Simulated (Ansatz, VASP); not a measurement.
Two plane-wave programs on Ga4Sb5

File INCAR:

```
SYSTEM = Ga4Sb5
ALGO = Normal ; DIPOL = 0.5 0.5 0.500
EDIFF = 1E-6 ; ENCUT = 520
GGA = PS ; IDIPOL = 3
ISIF = 2 ; ISMEAR = 0
LASPH = .TRUE. ; LCHARG = .FALSE.
LDIPOL = .TRUE. ; LREAL = .FALSE.
LWAVE = .FALSE. ; NBANDS = 48
NELM = 80 ; PREC = Accurate
SIGMA = 0.1
```

File KPOINTS:

```
k-points
0
G
  8 8 1
  0 0 0
```

Contents of POSCAR:

```
Ga4Sb5
1.0
    4.3212908981      0.0000000000      0.0000000000
    0.0000000000      4.3212908981      0.0000000000
    0.0000000000      0.0000000000     27.2224563901
Sb Ga
5 4
Direct
    0.0000000000      0.5000000000      0.2755078341
    0.5000000000      0.0000000000      0.3877539171
    0.0000000000      0.5000000000      0.5000000000
    0.5000000000      0.0000000000      0.6122460829
    0.0000000000      0.5000000000      0.7244921659
    0.5000000000      0.5000000000      0.3316308756
    0.0000000000      0.0000000000      0.4438769585
    0.5000000000      0.5000000000      0.5561230415
    0.0000000000      0.0000000000      0.6683691244
```

Input for Ansatz:

```yaml
crystal:
  lattice:
    - [4.3212908981, 0.0, 0.0]
    - [0.0, 4.3212908981, 0.0]
    - [0.0, 0.0, 27.2224563901]
  atoms:
    - { symbol: Sb, position: [0.0, 0.5, 0.2755078341] }
    - { symbol: Ga, position: [0.5, 0.5, 0.3316308756] }
    - { symbol: Sb, position: [0.5, 0.0, 0.3877539171] }
    - { symbol: Ga, position: [0.0, 0.0, 0.4438769585] }
    - { symbol: Sb, position: [0.0, 0.5, 0.5] }
    - { symbol: Ga, position: [0.5, 0.5, 0.5561230415] }
    - { symbol: Sb, position: [0.5, 0.0, 0.6122460829] }
    - { symbol: Ga, position: [0.0, 0.0, 0.6683691244] }
    - { symbol: Sb, position: [0.0, 0.5, 0.7244921659] }
basis:
  ecutwfc: 420
kpoints:
  mp_grid: { grid: [8, 8, 1] }
hamiltonian:
  xc: pbesol
scf:
  occupations: { method: gaussian, width: 0.1 }
output:
  forces: true
  stress: true
  eigenvalues: true
  write_density: true
  write_potential: true
  elf: true
  volumetric_format: npy
efield:
  axis: 3
  dipole_correction: true
  ramp_width: 0.04
```

Alike in both runs: task single point; functional PBEsol; k mesh 8 × 8 × 1; occupations gaussian, width 0.1 eV; no spin polarisation.

|  | VASP | Ansatz |
| --- | --- | --- |
| version | VASP 6.6.1 | Ansatz 0.2.0 |
| potentials or method | VASP PAW PBE potentials, release 64 (Sb, Ga_d), cutoff 520 eV | scalar-relativistic, plane waves, PAW |
| valence electrons in the cell | 77 | 127 |

|  | VASP | Ansatz | Ansatz less VASP |
| --- | --- | --- | --- |
| gap on the k mesh at the Fermi level (eV) | none | none | - |
| rms of the force components (eV/Å) | 0.048 | 0.049 | +0.0011 |

VASP's potentials were made for PBE, not for PBEsol. A gap of «none» marks a metal or a gap that the smearing closes. VASP's potentials hold 77 valence electrons a cell and Ansatz's 127, so a difference there can come from the potentials and not from the codes. Ansatz's warnings: xc potential rough in thin density.

Neither program's run includes spin-orbit coupling.
